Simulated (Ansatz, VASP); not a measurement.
**Si: VASP beside Ansatz**

The input INCAR:

```
SYSTEM = Si
PREC = Accurate
ENCUT = 520
EDIFF = 1E-7
ISMEAR = 0
SIGMA = 0.05
LREAL = .False.
LASPH = .True.
NELM = 60
ALGO = Normal
ISIF = 2
LWAVE = .False.
LCHARG = .False.
GGA = PE
NBANDS = 26
```

The input KPOINTS:

```
Automatic mesh
0
Gamma
  8 8 8
  0 0 0
```

Contents of POSCAR:

```
Si
1.0
    3.3455832253     -3.3455832253      1.9304179686
    3.3455832253      3.3455832253     -1.9304179686
   -3.3455832253      3.3455832253      5.7912539057
Si
8
Direct
    0.1903996083      0.2832428825      0.1164214755
    0.5893052538      0.3572210152      0.5893052538
    0.4106947462      0.6427789848      0.4106947462
    0.9106947462      0.6427789848      0.9106947462
    0.7320842385      0.0000000000      0.0893052538
    0.2320842386      0.0000000000      0.5893052538
    0.7679157615      0.0000000000      0.4106947462
    0.2679157614      0.0000000000      0.9106947462
```

Input for Ansatz:

```yaml
crystal:
  lattice:
    - [3.3455832253, -3.3455832253, 1.9304179686]
    - [3.3455832253, 3.3455832253, -1.9304179686]
    - [-3.3455832253, 3.3455832253, 5.7912539057]
  atoms:
    - { symbol: Si, position: [0.1903996083, 0.2832428825, 0.1164214755] }
    - { symbol: Si, position: [0.5893052538, 0.3572210152, 0.5893052538] }
    - { symbol: Si, position: [0.4106947462, 0.6427789848, 0.4106947462] }
    - { symbol: Si, position: [0.9106947462, 0.6427789848, 0.9106947462] }
    - { symbol: Si, position: [0.7320842385, 0.0, 0.0893052538] }
    - { symbol: Si, position: [0.2320842386, 0.0, 0.5893052538] }
    - { symbol: Si, position: [0.7679157615, 0.0, 0.4106947462] }
    - { symbol: Si, position: [0.2679157614, 0.0, 0.9106947462] }
basis:
  ecutwfc: 420
kpoints:
  mp_grid: { grid: [8, 8, 8] }
hamiltonian:
  xc: pbe
  pseudopotentials: { kind: paw, azcp: { folder: soft_1 } }
scf:
  occupations: { method: gaussian, width: 0.05 }
output:
  forces: true
  stress: true
  eigenvalues: true
```

Alike in both runs: task single point; functional PBE; k mesh 8 × 8 × 8; occupations gaussian, width 0.05 eV; no spin polarisation.

|  | VASP | Ansatz |
| --- | --- | --- |
| version | VASP 6.6.1 | Ansatz 0.2.0 |
| potentials or method | VASP PAW PBE potentials, release 64 (Si), cutoff 520 eV | scalar-relativistic, plane waves, PAW |
| valence electrons in the cell | 32 | 32 |

Ansatz gave:

```
gap on the k mesh at the Fermi level (eV)                     : none
pressure (GPa)                                                : 3.7
traceless stress, the component that is largest in VASP (GPa) : 8.25
rms of the force components (eV/Å)                            : 2.275
```

Q: Estimate VASP's values.

A: gap on the k mesh at the Fermi level (eV): none; pressure (GPa): 3.6; traceless stress, the component that is largest in VASP (GPa): 8.19; rms of the force components (eV/Å): 2.260.

Atom by atom the forces differ by 0.016 eV/Å (rms over components). A gap of «none» marks a metal or a gap that the smearing closes.
